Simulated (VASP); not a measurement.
# Cd (R-3m) in VASP: further runs

Runs on Cd. Level: PBE. Tasks: single point.

All numbers are computed with VASP 6.6.1; they aren't measurements. Logs are shortened: lines on timing, memory, paths and dates and some standing lists are left out, and cuts for length are marked.

### Step 1. The cell of the first run

Symmetry: R-3m, No. 166, trigonal system. Conventional cell: a = 3.325 Å, b = 3.325 Å, c = 7.226 Å, α = 90.00°, β = 90.00°, γ = 120.00°. Cd (site symmetry -3m) has 12 Cd at 3.08 to 3.32 Å within 4.1 Å.

### Step 2. Single point, PBE

Input file INCAR:

```
SYSTEM = Cd
  PREC = Accurate
  ENCUT = 520
  EDIFF = 1E-7
  ISMEAR = 0
  SIGMA = 0.15
  LREAL = .FALSE.
  LASPH = .TRUE.
  NELM = 60
  ALGO = Fast
  ISIF = 2
  LWAVE = .FALSE.
  LCHARG = .FALSE.
  GGA = PE
  NBANDS = 19
```

Input file KPOINTS:

```
regular mesh
0
G
  12 10 8
  0 0 0
```

Input file POSCAR:

```
Cd
1.0
   -1.6623854934     -0.9597787121     -2.4088012836
   -1.6623854934      2.8793361364      0.0000000000
    3.3247709869      1.9195574243     -2.4088012836
Cd
2
Direct
    0.5000000000      0.5000000000      0.5000000000
    0.0000000000      0.0000000000      0.0000000000
```

Potentials or basis: VASP PAW PBE potentials, release 64 (Cd).

Started as:

```
$ cat potpaw_PBE.64/Cd/POTCAR > POTCAR
$ mpirun -np 1 vasp_std > vasp.out
```

OUTCAR:

```text
SYSTEM = Cd
   PREC = Accurate
   ENCUT = 520
   EDIFF = 1E-7
   ISMEAR = 0
   LREAL = .FALSE.
   LASPH = .TRUE.
   NELM = 60
   ISIF = 2
   GGA = PE

 ion  position               nearest neighbor table
   1  0.500  0.500  0.500-   2 3.08   2 3.08   2 3.08   2 3.08   2 3.32   2 3.32   2 3.32   2 3.32

   2  0.000  0.000  0.000-   1 3.08   1 3.08   1 3.08   1 3.08   1 3.32   1 3.32   1 3.32   1 3.32

  LATTYP: Found a simple monoclinic cell.
 ALAT       =     3.0801013504
 B/A-ratio  =     1.0794355797
 C/A-ratio  =     1.4714554600
 COS(beta)  =    -0.1122569968

  Lattice vectors:

 A1 = (  -1.6623854934,  -0.9597787121,  -2.4088012836)
 A2 = (  -1.6623854934,   2.8793361364,   0.0000000000)
 A3 = (   3.3247709869,   1.9195574243,  -2.4088012836)

Analysis of symmetry for initial positions (statically):
=====================================================================
 Subroutine PRICEL returns following result:

  LATTYP: Found a trigonal (rhomboedric) cell.
 ALAT       =     3.0801013504
 COS(alpha) =     0.4174094146

  Lattice vectors:

 A1 = (  -1.6623854934,   0.9597787121,   2.4088012836)
 A2 = (  -0.0000000000,  -1.9195574243,   2.4088012836)
 A3 = (   1.6623854934,   0.9597787121,   2.4088012836)

   2 primitive cells build up your supercell.

 Routine SETGRP: Setting up the symmetry group for a
 simple monoclinic supercell.

 Subroutine GETGRP returns: Found  4 space group operations
 (whereof  4 operations were pure point group operations)
 out of a pool of  4 trial point group operations.

The static configuration has the point symmetry C_2h.

Analysis of symmetry for dynamics (positions and initial velocities):
=====================================================================
 Subroutine PRICEL returns following result:

  LATTYP: Found a trigonal (rhomboedric) cell.
 ALAT       =     3.0801013504
 COS(alpha) =     0.4174094146

  Lattice vectors:

 A1 = (  -1.6623854934,   0.9597787121,   2.4088012836)
 A2 = (  -0.0000000000,  -1.9195574243,   2.4088012836)
 A3 = (   1.6623854934,   0.9597787121,   2.4088012836)

   2 primitive cells build up your supercell.

 Routine SETGRP: Setting up the symmetry group for a
 simple monoclinic supercell.

 Subroutine GETGRP returns: Found  4 space group operations
 (whereof  4 operations were pure point group operations)
 out of a pool of  4 trial point group operations.

The dynamic configuration has the point symmetry C_2h.

 Subroutine INISYM returns: Found  4 space group operations
 (whereof  4 operations are pure point group operations),
 and found     2 'primitive' translations

----------------------------------------------------------------------------------------

                                     Primitive cell

  volume of cell :      23.0598

  direct lattice vectors                    reciprocal lattice vectors
    -1.662385493  0.959778712  2.408801284    -0.300772596  0.173651139  0.138381416
    -0.000000000 -1.919557424  2.408801284     0.000000000 -0.347302278  0.138381416
     1.662385493  0.959778712  2.408801284     0.300772596  0.173651139  0.138381416

  length of vectors
     3.080101350  3.080101350  3.080101350     0.373855973  0.373855973  0.373855973

  position of ions in fractional coordinates (direct lattice)
     1.000000000  0.000000000  0.000000000

  ion indices of the primitive-cell ions
   primitive index   ion index
                 1           1

----------------------------------------------------------------------------------------

 KPOINTS: regular mesh

Automatic generation of k-mesh.
 Grid dimensions read from file:
 generate k-points for:   12   10    8

 Generating k-lattice:

  Cartesian coordinates                     Fractional coordinates (reciprocal lattice)
    -0.012532191 -0.007235464 -0.023063569     0.083333333  0.000000000 -0.000000000
    -0.015038630  0.026047671  0.000000000     0.000000000  0.100000000 -0.000000000
     0.018798287  0.010853196 -0.017297677    -0.000000000 -0.000000000  0.125000000

  Length of vectors
     0.027227486  0.030077260  0.027755668

  Shift w.r.t. Gamma in fractional coordinates (k-lattice)
     0.000000000  0.000000000  0.000000000

 Subroutine IBZKPT returns following result:
 ===========================================

 Found    300 irreducible k-points:

 Following reciprocal coordinates:
            Coordinates               Weight
  0.000000  0.000000  0.000000      1.000000
  0.083333 -0.000000 -0.000000      2.000000
  0.166667 -0.000000  0.000000      2.000000
  0.250000  0.000000 -0.000000      2.000000
  0.333333 -0.000000  0.000000      2.000000
  0.416667 -0.000000  0.000000      2.000000
[... 16 lines left out ...]
  0.083333  0.300000  0.000000      4.000000
  0.166667  0.300000 -0.000000      4.000000
 [... further k-points ...]
   k-points           NKPTS =    300   k-points in BZ     NKDIM =    300   number of bands    NBANDS=     19
   number of dos      NEDOS =    301   number of ions     NIONS =      2
   total plane-waves  NPLWV =  24192
   dimension x,y,z NGX =    24 NGY =   28 NGZ =   36
   dimension x,y,z NGXF=    48 NGYF=   56 NGZF=   72
   ions per type =               2
   NGX,Y,Z   is equivalent  to a cutoff of  12.95, 14.00, 13.21 a.u.
   NGXF,Y,Z  is equivalent  to a cutoff of  25.91, 28.00, 26.41 a.u.
 SYSTEM =  Cd
   PREC   = accura    normal or accurate (medium, high low for compatibility)
   ISTART =      0    job   : 0-new  1-cont  2-samecut
   ICHARG =      2    charge: 1-file 2-atom 10-const
   ISPIN  =      1    spin polarized calculation?
   LNONCOLLINEAR =      F non collinear calculations
   LSORBIT =      F    spin-orbit coupling
   LASPH  =      T    aspherical Exc in radial PAW
   ENCUT  =  520.0 eV  38.22 Ry    6.18 a.u.   5.73  6.18  8.43*2*pi/ulx,y,z
   NELM   =     60;   NELMIN=  2; NELMDL= -5     # of ELM steps
   EDIFF  = 0.1E-06   stopping-criterion for ELM
   LREAL  =      F    real-space projection
   EDIFFG = 0.1E-05   stopping-criterion for IOM
   NSW    =      0    number of steps for IOM
   IBRION =     -1    ionic relax: 0-MD 1-quasi-New 2-CG
   NFREE  =      0    steps in history (QN), initial steepest desc. (CG)
   ISIF   =      2    stress and relaxation
   ISYM   =      2    0-nonsym 1-usesym 2-fastsym
   POTIM  = 0.5000    time-step for ionic-motion
   TEBEG  =    0.0;   TEEND  =   0.0 temperature during run
   PSTRESS=    0.0 pullay stress
   NELECT =      24.0000    total number of electrons
   NUPDOWN=      -1.0000    fix difference up-down
   EMIN   =  10.00;   EMAX   =-10.00  energy-range for DOS
   EFERMI =   0.00;   METHOD = LEGACY
   ISMEAR =     0;   SIGMA  =   0.15  broadening in eV -4-tet -1-fermi 0-gaus
   EFERMI_NEDOS =   21; number of points for ismear=-14 and -15
   IALGO  =     68    algorithm
   IMIX   =      4    mixing-type and parameters
     AMIX     =   0.40;   BMIX     =  1.00
     AMIX_MAG =   1.60;   BMIX_MAG =  1.00
  volume/ion in A,a.u.               =      23.06       155.62
  Fermi-wavevector in a.u.,A,eV,Ry     =   1.316791  2.488374 23.591670  1.733939
  Thomas-Fermi vector in A             =   2.446878
   LORBIT       =      0    0 simple, 1 ext, 2 COOP (PROOUT), +10 PAW based schemes
   GGA     = PE    functional components
   LHFCALC =     F    Hartree Fock is set to
   AEXX    =    0.0000 exact exchange contribution
   IVDW    =     0    specifies the selected vdW correction
   LEPSILON=     F    determine dielectric tensor
   LRPA    =     F    only Hartree local field effects (RPA)
 non-spin polarized calculation
 RMM-DIIS sequential band-by-band and
 Gauss-broadening in eV      SIGMA  =   0.15
  energy-cutoff  :      520.00
  volume of cell :       46.12
 maximum number of plane-waves:      1268
   NGX = 11   NGY = 13   NGZ = 17

 number of electron      23.9999995 magnetization

 Free energy of the ion-electron system (eV)
  ---------------------------------------------------
  ext. energy  EPLUGINS =         0.00000000
  ---------------------------------------------------
  free energy    TOTEN  =        -1.49007550 eV

  energy without entropy =       -1.48256533  energy(sigma->0) =       -1.48632042

 E-fermi :   2.4189     XC(G=0): -10.6900

 val. band max:        2.4148762387   @ k =  -0.3333   0.2000   0.2500
 cond. band min:       2.4219403624   @ k =  -0.4167   0.4000   0.1250
 fundamental gap:      0.0070641237
 Fermi energy:         2.4188749808

 k-point     1 :       0.0000    0.0000    0.0000
  band No.  band energies     occupation
      1      -7.1570      2.00000
      2      -7.0442      2.00000
      3      -6.7268      2.00000
      4      -6.7258      2.00000
      5      -6.3748      2.00000
      6      -6.1135      2.00000
[... 11 lines left out ...]
     18      15.3538      0.00000
     19      15.6534      0.00000

 k-point     2 :       0.0833   -0.0000   -0.0000
  band No.  band energies     occupation
      1      -7.1038      2.00000
      2      -7.0193      2.00000
      3      -6.7071      2.00000
      4      -6.6970      2.00000
      5      -6.3650      2.00000
      6      -6.1327      2.00000
[... 11 lines left out ...]
     18      15.5776      0.00000
     19      15.8044      0.00000

 k-point     3 :       0.1667   -0.0000    0.0000
  band No.  band energies     occupation
      1      -6.9924      2.00000
      2      -6.9128      2.00000
      3      -6.6530      2.00000
      4      -6.6463      2.00000
      5      -6.3554      2.00000
      6      -6.1841      2.00000
[... 11 lines left out ...]
     18      16.0004      0.00000
     19      16.2239      0.00000

 k-point     4 :       0.2500    0.0000   -0.0000
  band No.  band energies     occupation
      1      -6.8923      2.00000
      2      -6.7029      2.00000
      3      -6.6300      2.00000
      4      -6.5690      2.00000
      5      -6.3522      2.00000
      6      -6.2501      2.00000
[... 407 lines left out ...]
     18      15.0289      0.00000
     19      16.9518      0.00000

 k-point    23 :       0.0833    0.3000    0.0000
  band No.  band energies     occupation
      1      -6.9280      2.00000
      2      -6.7640      2.00000
      3      -6.6290      2.00000
      4      -6.6061      2.00000
      5      -6.2952      2.00000
      6      -6.2843      2.00000
[... 11 lines left out ...]
     18      15.8524      0.00000
     19      16.4612      0.00000

 k-point    24 :       0.1667    0.3000   -0.0000
  band No.  band energies     occupation
      1      -6.8446      2.00000
      2      -6.7986      2.00000
      3      -6.6195      2.00000
      4      -6.4910      2.00000
      5      -6.4518      2.00000
      6      -6.3970      2.00000
[... 11 lines left out ...]
     18      13.8686      0.00000
     19      14.5030      0.00000

 [... further k-points ...]

------------------------ aborting loop because EDIFF is reached ----------------------------------------

  FORCE on cell =-STRESS in cart. coord.  units (eV):
  Direction    XX          YY          ZZ          XY          YZ          ZX
  --------------------------------------------------------------------------------------
  -------------------------------------------------------------------------------------
  Total        0.0252001      0.1181087      0.0732075     -0.0804612     -0.0391494     -0.0678087
  in kB        0.8754442      4.1030563      2.5432048     -2.7951941     -1.3600363     -2.3556524
  external PRESSURE =       2.5072351 kB  Pullay stress =       0.0000000 kB

 VOLUME and BASIS-vectors are now :
 -----------------------------------------------------------------------------
  energy-cutoff  :      520.00
  volume of cell :       46.12
      direct lattice vectors                 reciprocal lattice vectors
    -1.662385493 -0.959778712 -2.408801284    -0.150386298 -0.086825570 -0.276762833
    -1.662385493  2.879336136  0.000000000    -0.150386298  0.260476709  0.000000000
     3.324770987  1.919557424 -2.408801284     0.150386298  0.086825570 -0.138381416

 POSITION                                       TOTAL-FORCE (eV/Angst)
 -----------------------------------------------------------------------------------
      0.00000      1.91956     -2.40880         0.000000      0.000000     -0.000000
      0.00000      0.00000      0.00000        -0.000000     -0.000000      0.000000
 -----------------------------------------------------------------------------------
    total drift:                               -0.000000      0.000000      0.000000

  FREE ENERGIE OF THE ION-ELECTRON SYSTEM (eV)
  ---------------------------------------------------
  free  energy   TOTEN  =        -1.4900754978 eV

  energy  without entropy=       -1.4825653335  energy(sigma->0) =       -1.48632042
```

It took 8.2 min on 1 thread of AMD EPYC 7R43 (Zen 3), shared host; peak memory 0.29 GiB.

Results:

```
Free energy            : -1.4901 eV
Pressure               : 0.3 GPa
Band gap on the k mesh : zero (bands 12 and 13 overlap by 3.04 eV)
```

### Step 3. Single point, PBE (strained)

Input file INCAR:

```
  ALGO = Fast
  EDIFF = 1E-6
  ENCUT = 520
  GGA = PE
  ISIF = 2
  ISMEAR = 0
  LASPH = True
  LCHARG = False
  LREAL = False
  LWAVE = False
  NBANDS = 12
  NELM = 100
  PREC = Accurate
  SIGMA = 0.1
```

Input file KPOINTS:

```
k-points
0
Gamma
  18 18 18
```

Input file POSCAR:

```
Cd
1.0
    1.6370379974      0.9451443285      2.2730366880
   -1.6370379974      0.9451443285      2.2730366880
    0.0000000000     -1.8902886570      2.2730366880
Cd
1
Direct
    0.0000000000      0.0000000000      0.0000000000
```

Potentials or basis: VASP PAW PBE potentials, release 64 (Cd).

Started as:

```
$ cat potpaw_PBE.64/Cd/POTCAR > POTCAR
$ mpirun -np 1 vasp_std > vasp.out
```

OUTCAR:

```text
EDIFF = 1E-6
   ENCUT = 520
   GGA = PE
   ISIF = 2
   ISMEAR = 0
   LASPH = True
   LREAL = False
   NELM = 100
   PREC = Accurate

 ion  position               nearest neighbor table
   1  0.000  0.000  0.000-

  LATTYP: Found a trigonal (rhomboedric) cell.
 ALAT       =     2.9563299869
 COS(alpha) =     0.3867441518

  Lattice vectors:

 A1 = (   1.6370379974,   0.9451443285,   2.2730366880)
 A2 = (  -1.6370379974,   0.9451443285,   2.2730366880)
 A3 = (   0.0000000000,  -1.8902886570,   2.2730366880)
[... 540 lines left out ...]
     12      22.5077      0.00000

 [... further k-points ...]

------------------------ aborting loop because EDIFF is reached ----------------------------------------

  FORCE on cell =-STRESS in cart. coord.  units (eV):
  Direction    XX          YY          ZZ          XY          YZ          ZX
  --------------------------------------------------------------------------------------
  -------------------------------------------------------------------------------------
  Total        0.5861239      0.5861239      1.2187470      0.0000000      0.0000000      0.0000000
  in kB       44.5026062     44.5026062     92.5357478      0.0000000      0.0000000      0.0000000
  external PRESSURE =      60.5136534 kB  Pullay stress =       0.0000000 kB

 VOLUME and BASIS-vectors are now :
 -----------------------------------------------------------------------------
  energy-cutoff  :      520.00
  volume of cell :       21.10
      direct lattice vectors                 reciprocal lattice vectors
     1.637037997  0.945144328  2.273036688     0.305429685  0.176339911  0.146646702
    -1.637037997  0.945144328  2.273036688    -0.305429685  0.176339911  0.146646702
     0.000000000 -1.890288657  2.273036688     0.000000000 -0.352679822  0.146646702

 POSITION                                       TOTAL-FORCE (eV/Angst)
 -----------------------------------------------------------------------------------
      0.00000      0.00000      0.00000        -0.000000     -0.000000      0.000000
 -----------------------------------------------------------------------------------
    total drift:                               -0.000000     -0.000000     -0.000000

  FREE ENERGIE OF THE ION-ELECTRON SYSTEM (eV)
  ---------------------------------------------------
  free  energy   TOTEN  =        -0.7001255302 eV

  energy  without entropy=       -0.6985645934  energy(sigma->0) =       -0.69934506
```

OSZICAR:

```text
N       E                     dE             d eps       ncg     rms          rms(c)
DAV:   1     0.716696130426E+02    0.71670E+02   -0.70144E+03 14744   0.100E+03
DAV:   2     0.542748388216E+00   -0.71127E+02   -0.67598E+02 15160   0.241E+02
DAV:   3    -0.750479082793E+00   -0.12932E+01   -0.12926E+01 16536   0.366E+01
DAV:   4    -0.752078438416E+00   -0.15994E-02   -0.15993E-02 15444   0.127E+00
DAV:   5    -0.752082129531E+00   -0.36911E-05   -0.36907E-05 16488   0.605E-02    0.341E+00
RMM:   6    -0.702862790376E+00    0.49219E-01   -0.84343E-02 14333   0.311E+00    0.265E+00
RMM:   7    -0.700086883211E+00    0.27759E-02   -0.67048E-03 14944   0.778E-01    0.130E+00
RMM:   8    -0.700091630881E+00   -0.47477E-05   -0.15428E-03 15071   0.587E-01    0.770E-02
RMM:   9    -0.700115712912E+00   -0.24082E-04   -0.63824E-05 15763   0.951E-02    0.361E-02
RMM:  10    -0.700126254713E+00   -0.10542E-04   -0.24477E-05 15444   0.722E-02    0.102E-02
RMM:  11    -0.700125530216E+00    0.72450E-06   -0.31776E-06 14067   0.191E-02
   1 F= -.70012553E+00 E0= -.69934506E+00  d E =-.156094E-02
```

stdout:

```text
POSCAR found type information on POSCAR Cd
 POSCAR found :  1 types and       1 ions
 scaLAPACK will be used
 LDA part: xc-table for (Slater+PW92), standard interpolation
 POSCAR, INCAR and KPOINTS ok, starting setup
 FFT: planning ... GRIDC
 FFT: planning ... GRID_SOFT
 FFT: planning ... GRID
 WAVECAR not read
 entering main loop
```

Run time: 2.5 min. Hardware: 1 thread of Oxide Virtual Turin-like, shared host; peak memory 0.21 GiB.

Results:

```
Free energy            : -0.7001 eV
Pressure               : 6.1 GPa
Band gap on the k mesh : zero (bands 6 and 7 overlap by 3.73 eV)
```

Levels at points of the mesh, in eV from the Fermi level:
```csv
k point,band 3,band 4,band 5,band 6,band 7,band 8,band 9,band 10
"(0.00, 0.00, 0.00)",-9.07,-8.72,-8.60,-8.60,13.09,13.69,13.69,17.42
"(0.50, 0.00, 0.00)",-8.81,-8.49,-8.22,-2.64,-1.77,12.75,12.96,16.38
"(0.50, 0.50, 0.00)",-8.41,-8.24,-8.04,-0.74,1.73,5.31,9.09,9.76
"(0.50, 0.50, 0.50)",-9.25,-8.12,-8.12,-1.32,1.00,10.60,10.60,11.78
```

Caveat: the cell differs from its parent crystal (strained); the cell stands under pressure.

(Continued in part 2 of 2.)
